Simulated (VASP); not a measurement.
Crystal: CaB2.

```
CELL_PARAMETERS angstrom
1.38287 0.79840 5.35427
-1.38287 0.79840 5.35427
0.00000 -1.59680 5.35427
ATOMIC_POSITIONS crystal
Ca 0.00000 0.00000 0.00000
B 0.74840 0.74840 0.74840
B 0.58490 0.58490 0.58490
```

```yaml
Program: VASP 6.6.1
Task: relaxation of cell and atoms
Functional: PBE
Potentials_or_basis: VASP PAW PBE potentials, release 64 (Ca_sv, B)
Cutoff: 600 eV
k_mesh: 6 × 6 × 6
Occupations: gaussian, width 0.1 eV
Spin: no spin polarisation
```

At the start: pressure 70.0 GPa; volume 11.82 Å³/atom.

Q: How do energy, volume and symmetry change on relaxing?

A: Over 25 steps the energy falls by 3938.7 meV/atom and the volume is 13.12 Å³/atom (+11.0 %); space group R3m (No. 160, to 0.05 Å).

Step by step:
| step | energy change (eV) | largest force (eV/Å) | pressure (GPa) | volume (Å³) |
| --- | --- | --- | --- | --- |
| 1 | 0.0000 | 7.5744 | 69.98 | 35.47 |
| 2 | -5.0766 | 0.5557 | -8.16 | 69.11 |
| 3 | -5.3568 | 1.2106 | -4.02 | 59.01 |
| 4 | -5.3576 | 1.2693 | -3.61 | 58.46 |
| 5 | -5.3563 | 1.3289 | -3.19 | 57.92 |
| 6 | -5.7099 | 1.8384 | -3.50 | 55.62 |
| 7 | -7.2634 | 3.5773 | -3.15 | 48.62 |
| 8 | -9.5652 | 4.3476 | 22.87 | 34.10 |
| 9 | -9.6228 | 4.3741 | 23.40 | 33.95 |
| 10 | -9.6523 | 4.8280 | 24.25 | 33.72 |
| 11 | -9.7715 | 4.5428 | 22.74 | 33.97 |
| 12 | -10.0978 | 3.7500 | 18.59 | 34.74 |
| 13 | -10.6228 | 2.3908 | 11.25 | 36.29 |
| 14 | -11.1709 | 0.9716 | 0.85 | 39.54 |
| 15 | -11.2374 | 0.9323 | -1.99 | 41.00 |
| 16 | -11.2417 | 0.9401 | -2.84 | 41.56 |
| 17 | -11.3535 | 1.0005 | -2.58 | 41.44 |
| 18 | -11.6211 | 1.0085 | -1.72 | 41.00 |
| 19 | -11.6954 | 0.8493 | 2.16 | 39.72 |
| 20 | -11.7554 | 0.9337 | 0.05 | 40.31 |
| 21 | -11.7829 | 0.6421 | -0.69 | 40.32 |
| 22 | -11.8064 | 0.2307 | -1.91 | 40.33 |
| 23 | -11.8144 | 0.1494 | -0.45 | 39.65 |
| 24 | -11.8155 | 0.1059 | 0.36 | 39.30 |
| 25 | -11.8162 | 0.0313 | 0.11 | 39.37 |

Final structure:
```
Ca B
1.0
     1.61357    0.93160    4.36559
    -1.61357    0.93160    4.36559
     0.00000   -1.86319    4.36559
Ca B
1 2
Direct
  0.01539 0.01539 0.01539
  0.82254 0.82254 0.82254
  0.49537 0.49537 0.49537
```

Caveat: the k points lie up to 0.38 Å⁻¹ apart in the final cell.
